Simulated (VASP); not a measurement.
# In3As in VASP: a series of runs

Runs on In3As. Level: PBE. Tasks: single point.

Program: VASP 6.6.1. These are calculated values, not measurements. Logs are shortened: lines on timing, memory, paths and dates and some standing lists are left out, and cuts for length are marked.

### 1 The cell of the first run

It takes space group I4/mmm (No. 139, tetragonal). The conventional cell has a = 5.939 Å, b = 5.939 Å, c = 6.020 Å, α = 90.00°, β = 90.00°, γ = 90.00°. In (site symmetry 4/mmm) has 4 In at 2.97 Å and 2 As at 3.01 Å within 3.9 Å. Within 3.9 Å of In (site symmetry mmm) lie 4 In at 2.97 to 3.01 Å and 2 As at 2.97 Å. Within 3.9 Å of As (site symmetry 4/mmm) lie 6 In at 2.97 to 3.01 Å.

### 2 Single point, PBE

Input file INCAR:

```
SYSTEM = In3As
ALGO     = Normal         ! electronic algorithm
EDIFF    = 1E-6           ! SCF threshold, eV
ENCUT    = 520            ! plane-wave cutoff, eV
GGA      = PE             ! functional
ISIF     = 2              ! what is computed and relaxed
ISMEAR   = 0              ! smearing method
LASPH    = .True.         ! aspherical terms in the spheres
LCHARG   = .False.        ! write CHGCAR
LREAL    = .False.        ! projectors in reciprocal space
LWAVE    = .False.        ! write WAVECAR
NBANDS   = 30             ! bands
NELM     = 100            ! most SCF steps
PREC     = Accurate       ! precision mode
SIGMA    = 0.1            ! smearing width, eV
```

Input file KPOINTS:

```
k-points
0
Gamma
  4 4 4
  0 0 0
```

Input file POSCAR:

```
In3As
1.0
   -2.9694581322      2.9694581322      3.0100062722
    2.9694581322     -2.9694581322      3.0100062722
    2.9694581322      2.9694581322     -3.0100062722
In As
3 1
Direct
    0.5000000000      0.5000000000      0.0000000000
    0.5000000000      0.0000000000      0.5000000000
    0.0000000000      0.5000000000      0.5000000000
    0.0000000000      0.0000000000      0.0000000000
```

Potentials or basis: VASP PAW PBE potentials, release 64 (In_d, As).

Started as:

```console
$ cat potpaw_PBE.64/In_d/POTCAR potpaw_PBE.64/As/POTCAR > POTCAR
$ mpirun -np 1 vasp_std > vasp.out
```

OUTCAR:

```text
SYSTEM = In3As
   EDIFF = 1E-6
   ENCUT = 520
   GGA = PE
   ISIF = 2
   ISMEAR = 0
   LASPH = .True.
   LREAL = .False.
   NELM = 100
   PREC = Accurate

 ion  position               nearest neighbor table
   1  0.500  0.500  0.000-   2 2.97   3 2.97   2 2.97   3 2.97   4 3.01   4 3.01
   2  0.500  0.000  0.500-   1 2.97   4 2.97   1 2.97   4 2.97   3 3.01   3 3.01
   3  0.000  0.500  0.500-   1 2.97   4 2.97   4 2.97   1 2.97   2 3.01   2 3.01
   4  0.000  0.000  0.000-   2 2.97   3 2.97   3 2.97   2 2.97   1 3.01   1 3.01

  LATTYP: Found a body centered tetragonal cell.
 ALAT       =     5.9389162644
 C/A-ratio  =     1.0136550637

  Lattice vectors:

 A1 = (  -2.9694581322,   2.9694581322,   3.0100062722)
 A2 = (   2.9694581322,  -2.9694581322,   3.0100062722)
 A3 = (   2.9694581322,   2.9694581322,  -3.0100062722)

Analysis of symmetry for initial positions (statically):
=====================================================================
 Subroutine PRICEL returns:
 Original cell was already a primitive cell.

 Routine SETGRP: Setting up the symmetry group for a
 body centered tetragonal supercell.

 Subroutine GETGRP returns: Found 16 space group operations
 (whereof 16 operations were pure point group operations)
 out of a pool of 16 trial point group operations.

The static configuration has the point symmetry D_4h.

Analysis of symmetry for dynamics (positions and initial velocities):
=====================================================================
 Subroutine PRICEL returns:
 Original cell was already a primitive cell.

 Routine SETGRP: Setting up the symmetry group for a
 body centered tetragonal supercell.

 Subroutine GETGRP returns: Found 16 space group operations
 (whereof 16 operations were pure point group operations)
 out of a pool of 16 trial point group operations.

The dynamic configuration has the point symmetry D_4h.

 Subroutine INISYM returns: Found 16 space group operations
 (whereof 16 operations are pure point group operations),
 and found     1 'primitive' translations

----------------------------------------------------------------------------------------

                                     Primitive cell

  volume of cell :     106.1651

  direct lattice vectors                    reciprocal lattice vectors
    -2.969458132  2.969458132  3.010006272     0.000000000  0.168380889  0.166112611
     2.969458132 -2.969458132  3.010006272     0.168380889  0.000000000  0.166112611
[... 77 lines left out ...]
   EDIFF  = 0.1E-05   stopping-criterion for ELM
   LREAL  =      F    real-space projection
   EDIFFG = 0.1E-04   stopping-criterion for IOM
   NSW    =      0    number of steps for IOM
   IBRION =     -1    ionic relax: 0-MD 1-quasi-New 2-CG
   NFREE  =      0    steps in history (QN), initial steepest desc. (CG)
   ISIF   =      2    stress and relaxation
   ISYM   =      2    0-nonsym 1-usesym 2-fastsym
   POTIM  = 0.5000    time-step for ionic-motion
   TEBEG  =    0.0;   TEEND  =   0.0 temperature during run
   PSTRESS=    0.0 pullay stress
   NELECT =      44.0000    total number of electrons
   NUPDOWN=      -1.0000    fix difference up-down
   EMIN   =  10.00;   EMAX   =-10.00  energy-range for DOS
   EFERMI =   0.00;   METHOD = LEGACY
   ISMEAR =     0;   SIGMA  =   0.10  broadening in eV -4-tet -1-fermi 0-gaus
   EFERMI_NEDOS =   21; number of points for ismear=-14 and -15
   IALGO  =     38    algorithm
   IMIX   =      4    mixing-type and parameters
     AMIX     =   0.40;   BMIX     =  1.00
     AMIX_MAG =   1.60;   BMIX_MAG =  1.00
  volume/ion in A,a.u.               =      26.54       179.11
  Fermi-wavevector in a.u.,A,eV,Ry     =   1.220577  2.306556 20.270066  1.489808
  Thomas-Fermi vector in A             =   2.355789
   LORBIT       =      0    0 simple, 1 ext, 2 COOP (PROOUT), +10 PAW based schemes
   GGA     = PE    functional components
   LHFCALC =     F    Hartree Fock is set to
   AEXX    =    0.0000 exact exchange contribution
   IVDW    =     0    specifies the selected vdW correction
   LEPSILON=     F    determine dielectric tensor
   LRPA    =     F    only Hartree local field effects (RPA)
 non-spin polarized calculation
 Gauss-broadening in eV      SIGMA  =   0.10
  energy-cutoff  :      520.00
  volume of cell :      106.17
 maximum number of plane-waves:      2883
 NGX is ok and might be reduce to    40
   NGX = 19   NGY = 19   NGZ = 19

 number of electron      44.0000012 magnetization

 Free energy of the ion-electron system (eV)
  ---------------------------------------------------
  ext. energy  EPLUGINS =         0.00000000
  ---------------------------------------------------
  free energy    TOTEN  =       -12.05533570 eV

  energy without entropy =      -12.04297190  energy(sigma->0) =      -12.04915380

 E-fermi :   6.3410     XC(G=0):  -9.8611

 val. band max:        6.1805601962   @ k =   0.5000   0.5000   0.2500
 cond. band min:       6.3735181970   @ k =   0.5000   0.0000  -0.0000
 fundamental gap:      0.1929580008
 Fermi energy:         6.3410282703

 k-point     1 :       0.0000    0.0000    0.0000
  band No.  band energies     occupation
      1      -8.8152      2.00000
      2      -8.7858      2.00000
      3      -8.5990      2.00000
      4      -8.5605      2.00000
      5      -8.5501      2.00000
      6      -8.5501      2.00000
[... 418 lines left out ...]
     29      13.8705      0.00000
     30      14.1323      0.00000

------------------------ aborting loop because EDIFF is reached ----------------------------------------

  FORCE on cell =-STRESS in cart. coord.  units (eV):
  Direction    XX          YY          ZZ          XY          YZ          ZX
  --------------------------------------------------------------------------------------
  -------------------------------------------------------------------------------------
  Total        0.1024513      0.1024513     -0.2425810      0.0000000     -0.0000000      0.0000000
  in kB        1.5461304      1.5461304     -3.6608800      0.0000000     -0.0000000      0.0000000
  external PRESSURE =      -0.1895397 kB  Pullay stress =       0.0000000 kB

 VOLUME and BASIS-vectors are now :
 -----------------------------------------------------------------------------
  energy-cutoff  :      520.00
  volume of cell :      106.17
      direct lattice vectors                 reciprocal lattice vectors
    -2.969458132  2.969458132  3.010006272     0.000000000  0.168380889  0.166112611
     2.969458132 -2.969458132  3.010006272     0.168380889  0.000000000  0.166112611
     2.969458132  2.969458132 -3.010006272     0.168380889  0.168380889  0.000000000

 POSITION                                       TOTAL-FORCE (eV/Angst)
 -----------------------------------------------------------------------------------
      0.00000      0.00000      3.01001         0.000000      0.000000      0.000000
      0.00000      2.96946      0.00000        -0.000000      0.000000     -0.000000
      2.96946      0.00000      0.00000         0.000000     -0.000000      0.000000
      0.00000      0.00000      0.00000        -0.000000     -0.000000      0.000000
 -----------------------------------------------------------------------------------
    total drift:                               -0.000000     -0.000000      0.000000

  FREE ENERGIE OF THE ION-ELECTRON SYSTEM (eV)
  ---------------------------------------------------
  free  energy   TOTEN  =       -12.0553356994 eV

  energy  without entropy=      -12.0429718970  energy(sigma->0) =      -12.04915380
```

Wall time 38 s (1 thread of Intel Xeon 6975P-C, shared host); peak memory 0.25 GiB.

Results:

```yaml
Free_energy: -12.0553 eV
Pressure: 0.0 GPa
Band_gap_on_the_k_mesh: zero (band 22 reaches 7.02 eV, above the bottom of band 23 at 5.21 eV)
```

Caveat: the k points lie up to 0.37 Å⁻¹ apart; spin-orbit coupling is left out, which moves the levels of the heavy elements.

### 3 Single point, PBE

This run uses another cell than the first one, of 26.66 Å³/atom, 1.004 times its volume.

Input file INCAR:

```
  PREC = Accurate
  ENCUT = 520
  EDIFF = 1E-6
  ISMEAR = 0
  SIGMA = 0.1
  LREAL = F
  LASPH = T
  NELM = 60
  ALGO = Fast
  ISIF = 2
  LWAVE = F
  LCHARG = F
  GGA = PE
  NBANDS = 30
```

Input file KPOINTS:

```
Automatic mesh
0
Gamma
  12 12 12
```

Input file POSCAR:

```
In3As
1.0
   -2.9872900893      2.9872900893      2.9869704464
    2.9872900893     -2.9872900893      2.9869704464
    2.9872900893      2.9872900893     -2.9869704464
In As
3 1
Direct
    0.5000000000      0.5000000000      0.0000000000
    0.5000000000      0.0000000000      0.5000000000
    0.0000000000      0.5000000000      0.5000000000
    0.0000000000      0.0000000000      0.0000000000
```

Potentials or basis: VASP PAW PBE potentials, release 64 (In_d, As).

Started as:

```console
$ cat potpaw_PBE.64/In_d/POTCAR potpaw_PBE.64/As/POTCAR > POTCAR
$ mpirun -np 1 vasp_std > vasp.out
```

OUTCAR:

```text
PREC = Accurate
   ENCUT = 520
   EDIFF = 1E-6
   ISMEAR = 0
   LREAL = F
   LASPH = T
   NELM = 60
   ISIF = 2
   GGA = PE

 ion  position               nearest neighbor table
   1  0.500  0.500  0.000-   4 2.99   4 2.99   2 2.99   2 2.99   3 2.99   3 2.99
   2  0.500  0.000  0.500-   3 2.99   3 2.99   4 2.99   1 2.99   4 2.99   1 2.99
   3  0.000  0.500  0.500-   2 2.99   2 2.99   4 2.99   4 2.99   1 2.99   1 2.99
   4  0.000  0.000  0.000-   1 2.99   1 2.99   3 2.99   3 2.99   2 2.99   2 2.99

[... 986 lines left out ...]
     30      13.0854      0.00000

 [... further k-points ...]
[... 5 lines left out ...]
  --------------------------------------------------------------------------------------
  -------------------------------------------------------------------------------------
  Total        0.0128683      0.0128683      0.0168646      0.0000000      0.0000000      0.0000000
  in kB        0.1933686      0.1933686      0.2534196      0.0000000      0.0000000      0.0000000
  external PRESSURE =       0.2133856 kB  Pullay stress =       0.0000000 kB

 VOLUME and BASIS-vectors are now :
 -----------------------------------------------------------------------------
  energy-cutoff  :      520.00
  volume of cell :      106.62
      direct lattice vectors                 reciprocal lattice vectors
    -2.987290089  2.987290089  2.986970446     0.000000000  0.167375777  0.167393688
     2.987290089 -2.987290089  2.986970446     0.167375777  0.000000000  0.167393688
     2.987290089  2.987290089 -2.986970446     0.167375777  0.167375777  0.000000000

 POSITION                                       TOTAL-FORCE (eV/Angst)
 -----------------------------------------------------------------------------------
      0.00000      0.00000      2.98697        -0.000000      0.000000     -0.000000
      0.00000      2.98729      0.00000         0.000000     -0.000000      0.000000
      2.98729      0.00000      0.00000        -0.000000      0.000000     -0.000000
      0.00000      0.00000      0.00000        -0.000000      0.000000      0.000000
 -----------------------------------------------------------------------------------
    total drift:                               -0.000000     -0.000000      0.000000

  FREE ENERGIE OF THE ION-ELECTRON SYSTEM (eV)
  ---------------------------------------------------
  free  energy   TOTEN  =       -11.9175025858 eV

  energy  without entropy=      -11.9025646693  energy(sigma->0) =      -11.91003363
```

Wall time 13 min (1 thread of Intel Xeon 6975P-C, shared host); peak memory 0.56 GiB.

Results:

* Free energy: -11.9175 eV
* Pressure: 0.0 GPa
* Band gap on the k mesh: zero (band 22 reaches 7.02 eV, above the bottom of band 23 at 5.18 eV)

Caveat: spin-orbit coupling is left out, which moves the levels of the heavy elements.
